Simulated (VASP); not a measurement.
# GaN (P3m1) in VASP: notebook

The runs below take GaN through single point, with PBE.

All numbers are computed with VASP 6.6.1; they aren't measurements. Logs are shortened: lines on timing, memory, paths and dates and some standing lists are left out, and cuts for length are marked.

## (1) The cell of the first run

It takes space group P3m1 (No. 156, trigonal). Conventional cell: a = 3.218 Å, b = 3.218 Å, c = 10.186 Å, α = 90.00°, β = 90.00°, γ = 120.00°. Ga (site symmetry 3m) has 4 N at 1.97 to 1.98 Å within 2.6 Å. Ga (site symmetry 3m) has 4 N at 1.97 to 1.98 Å within 2.6 Å. Within 2.2 Å of Ga (site symmetry 3m) lie 4 N at 1.68 to 1.97 Å. Within 2.6 Å of Ga (site symmetry 3m) lie 4 N at 1.97 to 1.98 Å. Within 2.6 Å of N (site symmetry 3m) lie 4 Ga at 1.97 to 1.98 Å. Within 2.6 Å of N (site symmetry 3m) lie 4 Ga at 1.97 to 1.98 Å. Within 2.2 Å of N (site symmetry 3m) lie 4 Ga at 1.68 to 1.97 Å. N (site symmetry 3m) has 4 Ga at 1.97 to 1.98 Å within 2.6 Å.

## (2) Single point, PBE (the distance across one plane changed)

Input file INCAR:

```
PREC     = Accurate       # precision mode
ENCUT    = 520            # plane-wave cutoff, eV
EDIFF    = 1E-7           # SCF threshold, eV
ISMEAR   = 0              # smearing method
SIGMA    = 0.05           # smearing width, eV
LREAL    = F              # projectors in reciprocal space
LASPH    = T              # aspherical terms in the spheres
NELM     = 60             # most SCF steps
ALGO     = Normal         # electronic algorithm
ISIF     = 2              # what is computed and relaxed
LWAVE    = F              # write WAVECAR
LCHARG   = F              # write CHGCAR
GGA      = PE             # functional
NBANDS   = 46             # bands
```

Input file KPOINTS:

```
Automatic mesh
0
Gamma
  10 10 3
```

Input file POSCAR:

```
GaN
1.0
   -3.2184289111      0.0000000000      0.0000000000
   -1.6092144555     -2.7872411973      0.0000000000
    0.0000000000      0.0000000000     10.1860608832
Ga N
4 4
Direct
    0.3333333333      0.3333333333      0.1604049338
    0.3333333333      0.3333333333      0.6751309404
    0.6666666667      0.6666666667      0.9324939437
    0.6666666667      0.6666666667      0.4177679371
    0.3333333333      0.3333333333      0.8690470795
    0.3333333333      0.3333333333      0.3543210728
    0.6666666667      0.6666666667      0.0969580695
    0.6666666667      0.6666666667      0.6116840761
```

Potentials or basis: VASP PAW PBE potentials, release 64 (Ga_d, N).

On the command line:

```sh
cat potpaw_PBE.64/Ga_d/POTCAR potpaw_PBE.64/N/POTCAR > POTCAR
mpirun -np 1 vasp_std > vasp.out
```

OUTCAR:

```text
PREC = Accurate
   ENCUT = 520
   EDIFF = 1E-7
   ISMEAR = 0
   LREAL = F
   LASPH = T
   NELM = 60
   ISIF = 2
   GGA = PE

 ion  position               nearest neighbor table
   1  0.333  0.333  0.160-   7 1.97   7 1.97   7 1.97   6 1.98
   2  0.333  0.333  0.675-   8 1.97   8 1.97   8 1.97   5 1.98
   3  0.667  0.667  0.932-   7 1.68   5 1.97   5 1.97   5 1.97
   4  0.667  0.667  0.418-   6 1.97   6 1.97   6 1.97   8 1.98
   5  0.333  0.333  0.869-   3 1.97   3 1.97   3 1.97   2 1.98
   6  0.333  0.333  0.354-   4 1.97   4 1.97   4 1.97   1 1.98
   7  0.667  0.667  0.097-   3 1.68   1 1.97   1 1.97   1 1.97
   8  0.667  0.667  0.612-   2 1.97   2 1.97   2 1.97   4 1.98

  LATTYP: Found a hexagonal cell.
 ALAT       =     3.2184289111
 C/A-ratio  =     3.1649171582

  Lattice vectors:

 A1 = (   1.6092144555,   2.7872411973,   0.0000000000)
 A2 = (  -3.2184289111,   0.0000000000,   0.0000000000)
 A3 = (   0.0000000000,   0.0000000000,  10.1860608832)

Analysis of symmetry for initial positions (statically):
=====================================================================
 Subroutine PRICEL returns:
 Original cell was already a primitive cell.

 Routine SETGRP: Setting up the symmetry group for a
 hexagonal supercell.

 Subroutine GETGRP returns: Found  6 space group operations
 (whereof  6 operations were pure point group operations)
 out of a pool of 24 trial point group operations.

The static configuration has the point symmetry C_3v.

Analysis of symmetry for dynamics (positions and initial velocities):
=====================================================================
 Subroutine PRICEL returns:
 Original cell was already a primitive cell.

 Routine SETGRP: Setting up the symmetry group for a
 hexagonal supercell.

 Subroutine GETGRP returns: Found  6 space group operations
 (whereof  6 operations were pure point group operations)
 out of a pool of 24 trial point group operations.

The dynamic configuration has the point symmetry C_3v.

 Subroutine INISYM returns: Found  6 space group operations
 (whereof  6 operations are pure point group operations),
 and found     1 'primitive' translations

----------------------------------------------------------------------------------------

                                     Primitive cell

  volume of cell :      91.3744

[... 103 lines left out ...]
   NSW    =      0    number of steps for IOM
   IBRION =     -1    ionic relax: 0-MD 1-quasi-New 2-CG
   NFREE  =      0    steps in history (QN), initial steepest desc. (CG)
   ISIF   =      2    stress and relaxation
   ISYM   =      2    0-nonsym 1-usesym 2-fastsym
   POTIM  = 0.5000    time-step for ionic-motion
   TEBEG  =    0.0;   TEEND  =   0.0 temperature during run
   PSTRESS=    0.0 pullay stress
   NELECT =      72.0000    total number of electrons
   NUPDOWN=      -1.0000    fix difference up-down
   EMIN   =  10.00;   EMAX   =-10.00  energy-range for DOS
   EFERMI =   0.00;   METHOD = LEGACY
   ISMEAR =     0;   SIGMA  =   0.05  broadening in eV -4-tet -1-fermi 0-gaus
   EFERMI_NEDOS =   21; number of points for ismear=-14 and -15
   IALGO  =     38    algorithm
   IMIX   =      4    mixing-type and parameters
     AMIX     =   0.40;   BMIX     =  1.00
     AMIX_MAG =   1.60;   BMIX_MAG =  1.00
  volume/ion in A,a.u.               =      11.42        77.08
  Fermi-wavevector in a.u.,A,eV,Ry     =   1.512089  2.857434 31.108548  2.286414
  Thomas-Fermi vector in A             =   2.622060
   LORBIT       =      0    0 simple, 1 ext, 2 COOP (PROOUT), +10 PAW based schemes
   GGA     = PE    functional components
   LHFCALC =     F    Hartree Fock is set to
   AEXX    =    0.0000 exact exchange contribution
   IVDW    =     0    specifies the selected vdW correction
   LEPSILON=     F    determine dielectric tensor
   LRPA    =     F    only Hartree local field effects (RPA)
 non-spin polarized calculation
 Gauss-broadening in eV      SIGMA  =   0.05
  energy-cutoff  :      520.00
  volume of cell :       91.37
 maximum number of plane-waves:      2498
   NGX = 11   NGY = 11   NGZ = 37

 number of electron      71.9999969 magnetization

 Free energy of the ion-electron system (eV)
  ---------------------------------------------------
  ext. energy  EPLUGINS =         0.00000000
  ---------------------------------------------------
  free energy    TOTEN  =       -47.74175292 eV

  energy without entropy =      -47.74175292  energy(sigma->0) =      -47.74175292

 E-fermi :   5.7448     XC(G=0): -11.6604

 val. band max:        5.4971945050   @ k =   0.0000   0.0000   0.0000
 cond. band min:       7.1849009323   @ k =   0.0000   0.0000   0.0000
 fundamental gap:      1.6877064273
 Fermi energy:         5.7447940391

 k-point     1 :       0.0000    0.0000    0.0000
  band No.  band energies     occupation
      1     -11.3612      2.00000
      2     -10.1882      2.00000
      3      -9.7975      2.00000
      4      -9.4845      2.00000
      5      -8.6073      2.00000
      6      -8.6073      2.00000
[... 1165 lines left out ...]
     45      15.2741      0.00000
     46      15.5019      0.00000

 [... further k-points ...]

------------------------ aborting loop because EDIFF is reached ----------------------------------------

  FORCE on cell =-STRESS in cart. coord.  units (eV):
  Direction    XX          YY          ZZ          XY          YZ          ZX
  --------------------------------------------------------------------------------------
  -------------------------------------------------------------------------------------
  Total        0.9418579      0.9418579     13.3764862     -0.0000000     -0.0000000     -0.0000000
  in kB       16.5147201     16.5147201    234.5459233     -0.0000000     -0.0000000     -0.0000000
  external PRESSURE =      89.1917878 kB  Pullay stress =       0.0000000 kB

 VOLUME and BASIS-vectors are now :
 -----------------------------------------------------------------------------
  energy-cutoff  :      520.00
  volume of cell :       91.37
      direct lattice vectors                 reciprocal lattice vectors
    -3.218428911  0.000000000  0.000000000    -0.310710607  0.179388852  0.000000000
    -1.609214456 -2.787241197  0.000000000     0.000000000 -0.358777705  0.000000000
     0.000000000  0.000000000 10.186060883     0.000000000  0.000000000  0.098173377

 POSITION                                       TOTAL-FORCE (eV/Angst)
 -----------------------------------------------------------------------------------
     -1.60921     -0.92908      1.63389         0.000000     -0.000000      0.982158
     -1.60921     -0.92908      6.87692         0.000000      0.000000      0.301274
     -3.21843     -1.85816      9.49844         0.000000      0.000000     -7.180799
     -3.21843     -1.85816      4.25541         0.000000      0.000000      0.311802
     -1.60921     -0.92908      8.85217        -0.000000     -0.000000     -0.675148
     -1.60921     -0.92908      3.60914         0.000000      0.000000     -0.308649
     -3.21843     -1.85816      0.98762        -0.000000     -0.000000      6.868100
     -3.21843     -1.85816      6.23065         0.000000      0.000000     -0.298738
 -----------------------------------------------------------------------------------
    total drift:                               -0.000002     -0.000001     -0.000006

  FREE ENERGIE OF THE ION-ELECTRON SYSTEM (eV)
  ---------------------------------------------------
  free  energy   TOTEN  =       -47.7417529200 eV

  energy  without entropy=      -47.7417529200  energy(sigma->0) =      -47.74175292
```

OSZICAR:

```text
N       E                     dE             d eps       ncg     rms          rms(c)
DAV:   1     0.804042525484E+03    0.80404E+03   -0.32885E+04  3746   0.293E+03
DAV:   2     0.105686687258E+03   -0.69836E+03   -0.66080E+03  3408   0.721E+02
DAV:   3    -0.439536412399E+02   -0.14964E+03   -0.14557E+03  3832   0.222E+02
DAV:   4    -0.556333067519E+02   -0.11680E+02   -0.11555E+02  4162   0.651E+01
DAV:   5    -0.560497917722E+02   -0.41649E+00   -0.41564E+00  4074   0.126E+01    0.157E+01
DAV:   6    -0.474340812834E+02    0.86157E+01   -0.25130E+01  6178   0.624E+01    0.429E+00
DAV:   7    -0.477930897096E+02   -0.35901E+00   -0.47565E+00  3672   0.122E+01    0.392E+00
DAV:   8    -0.477534715573E+02    0.39618E-01   -0.33940E-01  4730   0.975E+00    0.125E+00
DAV:   9    -0.477409061907E+02    0.12565E-01   -0.94861E-02  5172   0.434E+00    0.535E-01
DAV:  10    -0.477416698803E+02   -0.76369E-03   -0.19302E-02  3828   0.115E+00    0.294E-01
DAV:  11    -0.477416158224E+02    0.54058E-04   -0.43151E-03  5420   0.140E+00    0.608E-02
DAV:  12    -0.477417616383E+02   -0.14582E-03   -0.13513E-03  3904   0.293E-01    0.751E-02
DAV:  13    -0.477417537391E+02    0.78992E-05   -0.26316E-04  5248   0.186E-01    0.440E-02
DAV:  14    -0.477417533714E+02    0.36767E-06   -0.40548E-05  4768   0.785E-02    0.261E-02
DAV:  15    -0.477417516517E+02    0.17197E-05   -0.13140E-05  5820   0.711E-02    0.725E-03
DAV:  16    -0.477417524821E+02   -0.83034E-06   -0.11969E-05  5018   0.339E-02    0.182E-03
DAV:  17    -0.477417528626E+02   -0.38055E-06   -0.25291E-06  3884   0.137E-02    0.151E-03
DAV:  18    -0.477417529200E+02   -0.57353E-07   -0.21860E-07  3214   0.206E-02
   1 F= -.47741753E+02 E0= -.47741753E+02  d E =-.422684E-14
```

Wall time 4.5 min (1 thread of Intel Xeon 8259CL, shared host); peak memory 0.26 GiB.

What came out:

- Free energy: -47.7418 eV
- Pressure: 8.9 GPa
- Largest force: 7.181 eV/Å
- Band gap on the k mesh: 1.69 eV

Forces on the atoms (eV/Å):
```
Ga   0.000  0.000  0.982
Ga   0.000  0.000  0.301
Ga   0.000  0.000 -7.181
Ga   0.000  0.000  0.312
N    0.000  0.000 -0.675
N    0.000  0.000 -0.309
N    0.000  0.000  6.868
N    0.000  0.000 -0.299
```

Caveat: the cell differs from its parent crystal (the distance across one plane changed); the cell stands under pressure; forces of over 1 eV/Å act on the atoms, so gaps and moduli don't describe the material at rest.

## (3) Single point, PBE (the distance across one plane changed)

Input file INCAR:

```
ALGO     = Normal         # electronic algorithm
EDIFF    = 1E-6           # SCF threshold, eV
ENCUT    = 520            # plane-wave cutoff, eV
GGA      = PE             # functional
ISIF     = 2              # what is computed and relaxed
ISMEAR   = 0              # smearing method
LASPH    = T              # aspherical terms in the spheres
LCHARG   = F              # write CHGCAR
LREAL    = F              # projectors in reciprocal space
LWAVE    = F              # write WAVECAR
NBANDS   = 46             # bands
NELM     = 100            # most SCF steps
PREC     = Accurate       # precision mode
SIGMA    = 0.05           # smearing width, eV
```

Input file KPOINTS:

```
k-points
0
Gamma
  10 10 3
```

Input file POSCAR:

```
GaN
1.0
   -3.2184289111      0.0000000000      0.0000000000
   -1.6092144555     -2.7872411973      0.0000000000
    0.0000000000      0.0000000000     10.7360608832
Ga N
4 4
Direct
    0.3333333333      0.3333333333      0.1521875145
    0.3333333333      0.3333333333      0.6405445105
    0.6666666667      0.6666666667      0.8847230085
    0.6666666667      0.6666666667      0.3963660125
    0.3333333333      0.3333333333      0.8245264774
    0.3333333333      0.3333333333      0.3361694815
    0.6666666667      0.6666666667      0.0919909835
    0.6666666667      0.6666666667      0.5803479795
```

Potentials or basis: VASP PAW PBE potentials, release 64 (Ga_d, N).

On the command line:

```sh
cat potpaw_PBE.64/Ga_d/POTCAR potpaw_PBE.64/N/POTCAR > POTCAR
mpirun -np 1 vasp_std > vasp.out
```

It took 5.1 min on 1 thread of Intel Xeon 8259CL, shared host; peak memory 0.27 GiB.

The run converged. Its results:

```yaml
Free_energy: -48.3926 eV
Pressure: -2.5 GPa
Largest_force: 1.514 eV/Å
Band_gap_on_the_k_mesh: 1.25 eV
```

Forces in eV/Å, atoms in the order of the input:
```
Ga   0.000  0.000 -0.659
Ga   0.000  0.000 -0.270
Ga   0.000  0.000  1.514
Ga   0.000  0.000 -0.274
N    0.000  0.000  0.379
N    0.000  0.000  0.287
N    0.000  0.000 -1.237
N    0.000  0.000  0.260
```

Stress tensor (GPa, compression positive):
```
-0.53  0.00  0.00
 0.00 -0.53  0.00
 0.00  0.00 -6.39
```

Levels at points of the mesh, in eV from the valence-band top:
| k point | band 33 | band 34 | band 35 | band 36 | band 37 | band 38 | band 39 | band 40 |
| --- | --- | --- | --- | --- | --- | --- | --- | --- |
| (0.00, 0.00, 0.00) | -0.55 | -0.26 | 0.00 | 0.00 | 1.25 | 3.52 | 3.78 | 4.11 |
| (0.50, 0.00, 0.00) | -2.08 | -1.87 | -1.71 | -1.10 | 3.76 | 3.97 | 4.79 | 5.01 |

Caveat: the cell differs from its parent crystal (the distance across one plane changed); forces of over 1 eV/Å act on the atoms, so gaps and moduli don't describe the material at rest.
